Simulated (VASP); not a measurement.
Crystal: GaBAs2.

```
B As Ga
1.0
     3.66157    0.00000    0.00000
     0.00000    3.66157    0.00000
     0.00000    0.00000    5.35475
B As Ga
1 2 1
Direct
  0.00000 0.00000 0.00000
  0.00000 0.50000 0.21397
  0.50000 0.00000 0.78603
  0.50000 0.50000 0.50000
```

Base run:

- Program: VASP 6.6.1
- Functional: r2SCAN
- Potentials or basis: VASP PAW PBE potentials, release 64 (B, As, Ga_d)
- Cutoff: 520 eV
- k mesh: 8 × 8 × 6
- Occupations: gaussian, width 0.01 eV
- Spin: no spin polarisation

Its results: band gap on the k mesh 0.77 eV (least direct gap 0.95 eV); pressure 0.1 GPa.

**Question.** The run is repeated on the same cell with these changes: functional from r2SCAN to PBE. What comes out?

**Answer.** Band gap on the k mesh 0.50 eV (least direct gap 0.69 eV); pressure 2.8 GPa.

Caveats: semilocal functionals underestimate gaps, and a narrow one can read as zero; the PAW data sets were made with another functional, which shifts forces and pressure a little (at least some runs).

A k mesh can miss the band edges.
